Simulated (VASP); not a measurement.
Set up this calculation in VASP 6.6.1, as the native input.

```yaml
Task: relaxation of cell and atoms
Functional: LDA
Potentials_or_basis: VASP PAW LDA potentials, release 64 (Ti_sv, Al)
Cutoff: 600 eV
k_mesh: 20 × 20 × 14
Occupations: gaussian, width 0.1 eV
Spin: no spin polarisation
Dipole_correction: no
Further_INCAR_settings: ALGO = Fast; EDIFF = 1e-06; IBRION = 2; EDIFFG = -0.003; NSW = 80; ISIF = 3
```

The structure of TiAl lies in POSCAR:

```
TiAl
1.0
    2.8284271247      0.0000000000      0.0000000000
    0.0000000000      2.8284271247      0.0000000000
    0.0000000000      0.0000000000      4.0700000000
Ti Al
1 1
Direct
    0.0000000000      0.0000000000      0.0000000000
    0.5000000000      0.5000000000      0.5000000000
```

One way to write it, as run:

INCAR

```
ALGO = Fast
EDIFF = 1E-6
EDIFFG = -0.003
ENCUT = 600
IBRION = 2
ISIF = 3
ISMEAR = 0
LASPH = T
LCHARG = F
LREAL = F
LWAVE = F
NELM = 60
NSW = 80
PREC = Accurate
SIGMA = 0.1
```

KPOINTS

```
k-points
0
Gamma
  20 20 14
```

Potentials or basis: VASP PAW LDA potentials, release 64 (Ti_sv, Al).

Command:

```sh
$ cat potpaw_LDA.64/Ti_sv/POTCAR potpaw_LDA.64/Al/POTCAR > POTCAR
$ mpirun -np 1 vasp_std > vasp.out
```

It gave:

- Relaxed volume: 15.32 Å³/atom
- Relaxed cell: a = 2.766 Å, b = 2.766 Å, c = 4.006 Å, α = 90.00°, β = 90.00°, γ = 90.00°
- Space group after relaxing (to 0.05 Å): P4/mmm (No. 123)
- Energy gained by relaxing: 21.9 meV/atom
- Ionic steps: 10
- Pressure after relaxing: 0.0 GPa

Run time: 22 min on 1 thread of Intel(R) Xeon(R) Platinum 8259CL CPU @ 2.50GHz (Skylake/Cascade Lake), with other jobs on the host, peak memory 0.4 GiB.
